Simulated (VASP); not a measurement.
Wanted: the native input for a VASP 6.6.1 run.

- Task: single point
- Functional: PBE
- Potentials or basis: VASP PAW PBE potentials, release 64 (Mg, O)
- Cutoff: 520 eV
- k mesh: 9 × 9 × 6
- Occupations: gaussian, width 0.05 eV
- Spin: no spin polarisation
- Dipole correction: no
- Further INCAR settings: ALGO = Normal; EDIFF = 1e-07; NBANDS = 16

The structure of MgO lies in POSCAR:

```
MgO
1.0
    3.4802931548      0.0000000000      0.0000000000
   -1.7401465774      3.0140222847      0.0000000000
    0.0000000000      0.0000000000      4.3381600378
Mg O
2 2
Direct
    0.6722747364      0.3333333333      0.7500000000
    0.3389414031      0.6666666667      0.2500000000
    0.6581471257      0.3333333333      0.2500000000
    0.3248137924      0.6666666667      0.7500000000
```

This cell differs from its parent crystal: atoms displaced along a vibrational mode, the cell strained.

One way to write it, as run:

INCAR

```
PREC = Accurate
ENCUT = 520
EDIFF = 1E-7
ISMEAR = 0
SIGMA = 0.05
LREAL = F
LASPH = T
NELM = 60
ALGO = Normal
ISIF = 2
LWAVE = F
LCHARG = F
GGA = PE
NBANDS = 16
```

KPOINTS

```
Automatic mesh
0
Gamma
  9 9 6
```

Potentials or basis: VASP PAW PBE potentials, release 64 (Mg, O).

The run is started by

```bash
$ cat potpaw_PBE.64/Mg/POTCAR potpaw_PBE.64/O/POTCAR > POTCAR
$ mpirun -np 1 vasp_std > vasp.out
```

It gave:

| Quantity | Value |
| --- | --- |
| Pressure | -0.2 GPa |
| Largest force | 0.462 eV/Å |
| Band gap on the k mesh | 3.21 eV |

Caveat: the cell differs from its parent crystal (atoms displaced along a vibrational mode, the cell strained).

Run time: 32 s on 1 thread of Intel(R) Xeon(R) Platinum 8488C (Sapphire Rapids), on a shared host, peak memory 0.21 GiB.
